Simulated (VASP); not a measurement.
The system is FeO.

```xyz
2
Lattice="0.0000 2.3497 2.3497 2.3497 0.0000 2.3497 2.3497 2.3497 0.0000" Properties=species:S:1:pos:R:3 pbc="T T T"
Fe    0.0000    0.0000    0.0000
O     1.1748    1.1748    1.1748
```

Base run:

```yaml
Program: VASP 6.6.1
Functional: PBE
Potentials_or_basis: VASP PAW PBE potentials, release 64 (Fe, O)
Cutoff: 520 eV
k_mesh: 10 × 10 × 10
Occupations: fermi-dirac, width 0.05 eV
Spin: collinear spin, ferromagnetic start
Starting_moments: "[3.0, 0.0] μB"
```

Its results: band gap on the k mesh zero (filled and empty bands overlap); pressure -7.7 GPa; net moment 4.02 μB per cell; site moments Fe +3.61; O +0.29 μB.

**Question.** The run is repeated on the same cell with these changes: potentials or basis from VASP PAW PBE potentials, release 64 (Fe, O) to VASP PAW PBE potentials, release 64 (Fe_sv, O); cutoff from 520 eV to 600 eV; further incar settings from ALGO = Normal; EDIFF = 1e-07; NBANDS = 18 to ALGO = Normal; EDIFF = 1e-06; NBANDS = 22; valence electrons from 14 to 22. What comes out?

**Answer.** Band gap on the k mesh zero (filled and empty bands overlap); pressure -9.9 GPa; net moment 4.02 μB per cell; site moments Fe +3.46; O +0.29 μB.

Caveats: a cell with one magnetic atom can't hold antiferromagnetic order, which such compounds often take; semilocal functionals often make such compounds metallic where correlation or magnetic order opens a gap, which also shifts bond lengths.
